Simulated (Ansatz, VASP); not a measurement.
**K in VASP and in Ansatz**

The input POSCAR:

```
K
1.0
    0.0000000000      3.3658369199      3.3658369199
    3.3658369199      0.0000000000      3.3658369199
    3.3658369199      3.3658369199      0.0000000000
K
1
Direct
    0.0000000000      0.0000000000      0.0000000000
```

File INCAR.step1:

```
PREC = Accurate ; ENCUT = 600
ISMEAR = 0 ; SIGMA = 0.1
LREAL = False ; LASPH = True
NELM = 80 ; GGA = PE
ALGO = Normal ; EDIFF = 1E-4
LWAVE = True ; LCHARG = False
```

The input INCAR.step2:

```
PREC = Accurate ; ENCUT = 600
EDIFF = 1E-7 ; ISMEAR = 0
SIGMA = 0.1 ; LREAL = False
LASPH = True ; NELM = 80
ALGO = Normal ; ISIF = 3
LWAVE = False ; LCHARG = False
METAGGA = R2SCAN ; LMIXTAU = True
IBRION = 2 ; NSW = 80
EDIFFG = -0.01 ; ISTART = 1
```

KPOINTS

```
regular mesh
0
Gamma
  12 12 12
```

Input for Ansatz:

```yaml
crystal:
  lattice:
    - [0.0, 3.3658369199, 3.3658369199]
    - [3.3658369199, 0.0, 3.3658369199]
    - [3.3658369199, 3.3658369199, 0.0]
  atoms:
    - { symbol: K, position: [0.0, 0.0, 0.0] }
basis:
  ecutwfc: 500
kpoints:
  mp_grid: { grid: [12, 12, 12] }
hamiltonian:
  xc: r2scan
scf:
  occupations: { method: gaussian, width: 0.1 }
output:
  forces: true
  stress: true
  eigenvalues: true
  write_density: true
  write_potential: true
  elf: true
  volumetric_format: npy
relax:
  adjacent_minimum: "off"
  f_tol: 0.01
  max_steps: 60
  cell: { stress_tol: 0.1 }
```

Alike in both runs: task relaxation of cell and atoms; functional r2SCAN; k mesh 12 × 12 × 12; occupations gaussian, width 0.1 eV; no spin polarisation.

|  | VASP | Ansatz |
| --- | --- | --- |
| version | VASP 6.6.1 | Ansatz 0.2.0 |
| potentials or method | VASP PAW PBE potentials, release 64 (K_sv), cutoff 600 eV | scalar-relativistic, plane waves, PAW |
| valence electrons in the cell | 9 | 9 |

|  | VASP | Ansatz | Ansatz less VASP |
| --- | --- | --- | --- |
| gap on the k mesh at the Fermi level, each at its own relaxed structure (eV) | none | none | - |
| relaxed volume (Å³/atom) | 76.26 | 76.26 | 0.000 |
| relaxed cell length with the largest relative difference (Å) | 4.760 | 4.760 | 0.0000 |

VASP's potentials were made for PBE, not for r2SCAN. A gap of «none» marks a metal or a gap that the smearing closes.

Noted on VASP's run: the relaxation stopped at its first step, so nothing moved.
